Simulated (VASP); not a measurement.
MgF2:

```
CELL_PARAMETERS angstrom
4.62202 0.00000 0.00000
0.00000 4.62202 0.00000
0.00000 0.00000 3.04611
ATOMIC_POSITIONS crystal
Mg 0.00000 0.00000 0.00000
Mg 0.50000 0.50000 0.50000
F 0.30295 0.30295 0.00000
F 0.19705 0.80295 0.50000
F 0.69705 0.69705 0.00000
F 0.80295 0.19705 0.50000
```

Base run:

```yaml
Program: VASP 6.6.1
Functional: r2SCAN
Potentials_or_basis: VASP PAW PBE potentials, release 64 (Mg, F)
Cutoff: 660 eV
k_mesh: 4 × 4 × 6
Occupations: gaussian, width 0.01 eV
Spin: no spin polarisation
```

Its results: band gap on the k mesh 8.03 eV; pressure -1.5 GPa; largest force 0.007 eV/Å.

Q: The run is repeated on the same cell with these changes: functional from r2SCAN to PBE; cutoff from 660 eV to 600 eV. What comes out?

A: Band gap on the k mesh 7.12 eV; pressure 3.9 GPa; largest force 0.026 eV/Å.

Caveats: the PAW data sets were made with another functional, which shifts forces and pressure a little (at least some runs); the cell stands under pressure (at least some runs).

